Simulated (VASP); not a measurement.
A run of VASP 6.6.1 is set up as follows.

Contents of INCAR:

```
SYSTEM = Si2C
  ALGO = Normal
  EDIFF = 1E-6
  EDIFFG = -0.04
  ENCUT = 600
  GGA = PE
  IBRION = 2
  ISIF = 3
  ISMEAR = 0
  LASPH = .TRUE.
  LCHARG = .FALSE.
  LREAL = .FALSE.
  LWAVE = .FALSE.
  NELM = 100
  NSW = 90
  PREC = Accurate
  SIGMA = 0.1
```

File KPOINTS:

```
k-points
0
G
  6 6 2
  0 0 0
```

File POSCAR:

```
Si2C
1.0
    3.4407771500      0.0000000000      0.0000000000
   -1.7203885800      2.9798004200      0.0000000000
    0.0000000000      0.0000000000      8.4281483500
Si C
4 2
Direct
    0.3333333300      0.6666666700      0.0416666700
    0.6666666700      0.3333333300      0.7083333300
    0.3333333300      0.6666666700      0.2916666700
    0.6666666700      0.3333333300      0.9583333300
    0.0000000000      0.0000000000      0.3750000000
    0.0000000000      0.0000000000      0.6250000000
```

Potentials or basis: VASP PAW PBE potentials, release 64 (Si, C).

Command:

```sh
$ cat potpaw_PBE.64/Si/POTCAR potpaw_PBE.64/C/POTCAR > POTCAR
$ mpirun -np 1 vasp_std > vasp.out
```

What does it give for the band gap on the k mesh?

Zero (bands 12 and 13 overlap by 2.69 eV).

Estimate the relaxed volume.

13.25 Å³/atom.

What does it give for the space group after relaxing (to 0.1 Å)?

P-3m1 (No. 164).

Estimate the relaxed cell.

a = 3.211 Å, b = 3.211 Å, c = 8.903 Å, α = 90.00°, β = 90.00°, γ = 120.00°.

Final structure:
```yaml
crystal:
  lattice:
    - [3.21065, 0.00000, 0.00000]
    - [-1.60533, 2.78051, 0.00000]
    - [0.00000, 0.00000, 8.90294]
  atoms:
    - { symbol: Si, position: [0.33333, 0.66667, 0.07310] }
    - { symbol: Si, position: [0.66667, 0.33333, 0.66407] }
    - { symbol: Si, position: [0.33333, 0.66667, 0.33593] }
    - { symbol: Si, position: [0.66667, 0.33333, 0.92690] }
    - { symbol: C, position: [0.00000, 0.00000, 0.40891] }
    - { symbol: C, position: [0.00000, 0.00000, 0.59109] }
```

Caveat: the k points lie up to 0.38 Å⁻¹ apart in the final cell, too coarse for converged energies and pressures of a metal.
